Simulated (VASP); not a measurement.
# AlOsF4 (P4/mmm) in VASP: notebook, part 2 of 2

VASP 6.6.1. The steps go on from the part before.

**3. Relaxation of cell and atoms, PBE**

This run uses another cell than the first one, of 9.85 Å³/atom, 0.744 times its volume.

The input, INCAR:

```
PREC = Accurate
ENCUT = 600
EDIFF = 1E-7
ISMEAR = -1
SIGMA = 0.1
LREAL = False
LASPH = True
NELM = 80
ALGO = Normal
ISIF = 3
LWAVE = False
LCHARG = False
GGA = PE
IBRION = 2
NSW = 60
EDIFFG = -0.01
```

The input, KPOINTS:

```
regular mesh
0
Gamma
  6 6 3
```

The input, POSCAR:

```
AlOsF4
1.0
    3.2485080000      0.0000000000      0.0000000000
    0.0000000000      3.2485080000      0.0000000000
    0.0000000000      0.0000000000      5.5992510000
Os Al F
1 1 4
Direct
    0.5000000000      0.5000000000      0.5000000000
    0.0000000000      0.0000000000      0.0000000000
    0.5000000000      0.0000000000      0.0000000000
    0.0000000000      0.5000000000      0.0000000000
    0.0000000000      0.0000000000      0.2770000000
    0.0000000000      0.0000000000      0.7230000000
```

Potentials or basis: VASP PAW PBE potentials, release 64 (Os, Al, F).

On the command line:

```bash
cat potpaw_PBE.64/Os/POTCAR potpaw_PBE.64/Al/POTCAR potpaw_PBE.64/F/POTCAR > POTCAR
mpirun -np 1 vasp_std > vasp.out
```

OUTCAR:

```text
PREC = Accurate
   ENCUT = 600
   EDIFF = 1E-7
   ISMEAR = -1
   LREAL = False
   LASPH = True
   NELM = 80
   ISIF = 3
   GGA = PE
   IBRION = 2
   NSW = 60
   EDIFFG = -0.01

 ion  position               nearest neighbor table
   1  0.500  0.500  0.500-   5 2.61   6 2.61   5 2.61   6 2.61   5 2.61   6 2.61   5 2.61   6 2.61

   2  0.000  0.000  0.000-   5 1.55   6 1.55   3 1.62   4 1.62   4 1.62   3 1.62
   3  0.500  0.000  0.000-   2 1.62   2 1.62
   4  0.000  0.500  0.000-   2 1.62   2 1.62
   5  0.000  0.000  0.277-   2 1.55   1 2.61   1 2.61   1 2.61   1 2.61
   6  0.000  0.000  0.723-   2 1.55   1 2.61   1 2.61   1 2.61   1 2.61

  LATTYP: Found a simple tetragonal cell.
 ALAT       =     3.2485080000
 C/A-ratio  =     1.7236377439

  Lattice vectors:

 A1 = (   3.2485080000,   0.0000000000,   0.0000000000)
 A2 = (   0.0000000000,   3.2485080000,   0.0000000000)
 A3 = (   0.0000000000,   0.0000000000,   5.5992510000)

Analysis of symmetry for initial positions (statically):
=====================================================================
 Subroutine PRICEL returns:
 Original cell was already a primitive cell.

 Routine SETGRP: Setting up the symmetry group for a
 simple tetragonal supercell.

 Subroutine GETGRP returns: Found 16 space group operations
 (whereof 16 operations were pure point group operations)
 out of a pool of 16 trial point group operations.

The static configuration has the point symmetry D_4h.

Analysis of symmetry for dynamics (positions and initial velocities):
=====================================================================
 Subroutine PRICEL returns:
 Original cell was already a primitive cell.

 Routine SETGRP: Setting up the symmetry group for a
 simple tetragonal supercell.

 Subroutine GETGRP returns: Found 16 space group operations
 (whereof 16 operations were pure point group operations)
 out of a pool of 16 trial point group operations.

The dynamic configuration has the point symmetry D_4h.

 Subroutine INISYM returns: Found 16 space group operations
[... 104 lines left out ...]
   IBRION =      2    ionic relax: 0-MD 1-quasi-New 2-CG
   NFREE  =      1    steps in history (QN), initial steepest desc. (CG)
   ISIF   =      3    stress and relaxation
   ISYM   =      2    0-nonsym 1-usesym 2-fastsym
   POTIM  = 0.5000    time-step for ionic-motion
   TEBEG  =    0.0;   TEEND  =   0.0 temperature during run
   PSTRESS=    0.0 pullay stress
   NELECT =      39.0000    total number of electrons
   NUPDOWN=      -1.0000    fix difference up-down
   EMIN   =  10.00;   EMAX   =-10.00  energy-range for DOS
   EFERMI =   0.00;   METHOD = LEGACY
   ISMEAR =    -1;   SIGMA  =   0.10  broadening in eV -4-tet -1-fermi 0-gaus
   EFERMI_NEDOS =   21; number of points for ismear=-14 and -15
   IALGO  =     38    algorithm
   IMIX   =      4    mixing-type and parameters
     AMIX     =   0.40;   BMIX     =  1.00
     AMIX_MAG =   1.60;   BMIX_MAG =  1.00
  volume/ion in A,a.u.               =       9.85        66.46
  Fermi-wavevector in a.u.,A,eV,Ry     =   1.425379  2.693576 27.643038  2.031706
  Thomas-Fermi vector in A             =   2.545770
   LORBIT       =      0    0 simple, 1 ext, 2 COOP (PROOUT), +10 PAW based schemes
   GGA     = PE    functional components
   LHFCALC =     F    Hartree Fock is set to
   AEXX    =    0.0000 exact exchange contribution
   IVDW    =     0    specifies the selected vdW correction
   LEPSILON=     F    determine dielectric tensor
   LRPA    =     F    only Hartree local field effects (RPA)
 conjugate gradient relaxation of ions
 non-spin polarized calculation
  energy-cutoff  :      600.00
  volume of cell :       59.09
 maximum number of plane-waves:      1986
 NGX is ok and might be reduce to    28
   NGX = 13   NGY = 13   NGZ = 23

--------------------------------------- Ionic step        1  -------------------------------------------

 number of electron      39.0000024 magnetization

 Free energy of the ion-electron system (eV)
  ---------------------------------------------------
  ext. energy  EPLUGINS =         0.00000000
  ---------------------------------------------------
  free energy    TOTEN  =       -26.96561988 eV

  energy without entropy =      -26.64975430  energy(sigma->0) =      -26.80768709

 E-fermi :   5.8386     XC(G=0): -11.5802

 val. band max:        5.8238396919   @ k =   0.3333   0.1667   0.0000
 cond. band min:       5.8443738202   @ k =   0.5000   0.3333   0.0000
 fundamental gap:      0.0205341283
 Fermi energy:         5.8385759424
[... 1158 lines left out ...]
  FREE ENERGIE OF THE ION-ELECTRON SYSTEM (eV)
  ---------------------------------------------------
  free  energy   TOTEN  =       -30.3197458861 eV

  energy  without entropy=      -30.0040925722  energy(sigma->0) =      -30.16191923

[... ionic steps 4 to 13 ...]

--------------------------------------- Ionic step       14  -------------------------------------------

 number of electron      38.9999976 magnetization

------------------------ aborting loop because EDIFF is reached ----------------------------------------
[... 75 lines left out ...]
--------------------------------------- Ionic step       16  -------------------------------------------

 number of electron      38.9999979 magnetization

 Free energy of the ion-electron system (eV)
  ---------------------------------------------------
  ext. energy  EPLUGINS =         0.00000000
  ---------------------------------------------------
  free energy    TOTEN  =       -30.59825753 eV

  energy without entropy =      -30.22844237  energy(sigma->0) =      -30.41334995

 E-fermi :   2.9195     XC(G=0): -10.0930

 val. band max:        2.9187238549   @ k =   0.5000   0.1667   0.0000
 cond. band min:       2.9238808226   @ k =   0.5000   0.1667   0.3333
 fundamental gap:      0.0051569677
 Fermi energy:         2.9195262167
[... 551 lines left out ...]
  FREE ENERGIE OF THE ION-ELECTRON SYSTEM (eV)
  ---------------------------------------------------
  free  energy   TOTEN  =       -30.5982575285 eV

  energy  without entropy=      -30.2284423680  energy(sigma->0) =      -30.41334995

 reached required accuracy - stopping structural energy minimisation
```

CONTCAR:

```text
AlOsF4
   1.00000000000000
     3.4930154000340279   -0.0000000000000000    0.0000000000000000
    -0.0000000000000000    3.4930154000340279    0.0000000000000000
    -0.0000000000000000   -0.0000000000000000    6.4209112197112725
  Os              Al              F
     1     1     4
Direct
     0.5000000000000000    0.5000000000000000    0.5000000000000000
     0.0000000000000000    0.0000000000000000    0.0000000000000000
     0.5000000000000000    0.0000000000000000    0.0000000000000000
     0.0000000000000000    0.5000000000000000    0.0000000000000000
     0.0000000000000000    0.0000000000000000    0.2897259652633387
     0.0000000000000000    0.0000000000000000    0.7102740347366614

  0.00000000E+00  0.00000000E+00  0.00000000E+00
  0.00000000E+00  0.00000000E+00  0.00000000E+00
  0.00000000E+00  0.00000000E+00  0.00000000E+00
  0.00000000E+00  0.00000000E+00  0.00000000E+00
  0.00000000E+00  0.00000000E+00  0.00000000E+00
  0.00000000E+00  0.00000000E+00  0.00000000E+00
```

It took 3.1 min on 1 thread of Intel Xeon 6975P-C (Granite Rapids), shared host; peak memory 0.22 GiB.

Results:

| Quantity | Value |
| --- | --- |
| Free energy | -30.5983 eV |
| Relaxed volume | 13.06 Å³/atom |
| Relaxed cell | a = 3.493 Å, b = 3.493 Å, c = 6.421 Å, α = 90.00°, β = 90.00°, γ = 90.00° |
| Space group after relaxing (to 0.05 Å) | P4/mmm (No. 123) |
| Energy gained by relaxing | 605.4 meV/atom |
| Ionic steps | 16 |
| Pressure after relaxing | 0.0 GPa |

Stress tensor (GPa, compression positive):
```
-0.05  0.00  0.00
 0.00 -0.05  0.00
 0.00  0.00  0.08
```

Step by step:
| step | energy change (eV) | largest force (eV/Å) | pressure (GPa) | volume (Å³) |
| --- | --- | --- | --- | --- |
| 1 | 0.0000 | 8.4912 | 62.70 | 59.09 |
| 2 | -0.5732 | 3.1346 | -18.83 | 98.19 |
| 3 | -3.3541 | 1.6662 | 1.73 | 74.46 |
| 4 | -3.3735 | 1.5244 | 3.16 | 73.64 |
| 5 | -3.3835 | 1.3252 | 5.11 | 72.59 |
| 6 | -3.5534 | 0.8451 | -0.76 | 76.72 |
| 7 | -3.5645 | 0.7091 | -2.36 | 78.19 |
| 8 | -3.6099 | 0.0842 | 0.29 | 77.17 |
| 9 | -3.6105 | 0.0027 | 0.67 | 77.04 |
| 10 | -3.6243 | 0.0325 | 0.52 | 77.38 |
| 11 | -3.6308 | 0.1001 | 0.34 | 77.91 |
| 12 | -3.6310 | 0.0886 | 0.36 | 77.82 |
| 13 | -3.6324 | 0.0507 | -0.09 | 78.31 |
| 14 | -3.6325 | 0.0416 | -0.20 | 78.42 |
| 15 | -3.6326 | 0.0236 | 0.11 | 78.30 |
| 16 | -3.6326 | 0.0002 | -0.01 | 78.34 |

Final structure:
```yaml
crystal:
  lattice:
    - [3.49302, 0.00000, 0.00000]
    - [0.00000, 3.49302, 0.00000]
    - [0.00000, 0.00000, 6.42091]
  atoms:
    - { symbol: Os, position: [0.50000, 0.50000, 0.50000] }
    - { symbol: Al, position: [0.00000, 0.00000, 0.00000] }
    - { symbol: F, position: [0.50000, 0.00000, 0.00000] }
    - { symbol: F, position: [0.00000, 0.50000, 0.00000] }
    - { symbol: F, position: [0.00000, 0.00000, 0.28973] }
    - { symbol: F, position: [0.00000, 0.00000, 0.71027] }
```

Caveat: the k points lie up to 0.33 Å⁻¹ apart in the final cell; the volume moved by over 15 % at a fixed basis, so the end points are rough; spin-orbit coupling is left out, which moves the levels of the heavy elements; an odd number of electrons without spin polarisation forces a metal; a magnetic or distorted state may lie lower.
